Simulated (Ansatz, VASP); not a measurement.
**One calculation of SiC, two programs**

```xyz
4
Lattice="3.0755 0.0000 0.0000 -1.5377 2.6634 0.0000 0.0000 0.0000 5.0485" Properties=species:S:1:pos:R:3 pbc="T T T"
Si    0.0000    1.7756   -0.0020
Si    1.5377    0.8878    2.5222
C     0.0000    1.7756    1.8952
C     1.5377    0.8878    4.4195
```

Alike in both runs: functional r2SCAN; k mesh 12 × 12 × 6; occupations gaussian, width 0.02 eV; no spin polarisation.

Ansatz relaxed the structure, and its values are those at the end. VASP's run is a single point on that final structure, the one shown.

|  | VASP | Ansatz |
| --- | --- | --- |
| version | VASP 6.6.1 | Ansatz 0.2.0 |
| potentials or method | VASP PAW PBE potentials, release 64 (Si, C), cutoff 520 eV | scalar-relativistic, plane waves, PAW |
| valence electrons in the cell | 16 | 16 |

VASP gave:

* gap on the k mesh at the Fermi level (eV): 2.66
* least direct gap on the mesh (eV): 4.48
* pressure (GPa): -0.2

**Question.** What did Ansatz give for the same quantities?

**Answer.** gap on the k mesh at the Fermi level (eV): 2.65; least direct gap on the mesh (eV): 4.48; pressure (GPa): 0.0.

VASP's potentials were made for PBE, not for r2SCAN. With one functional, cell and mesh, what is left measures potentials, basis and numerics.
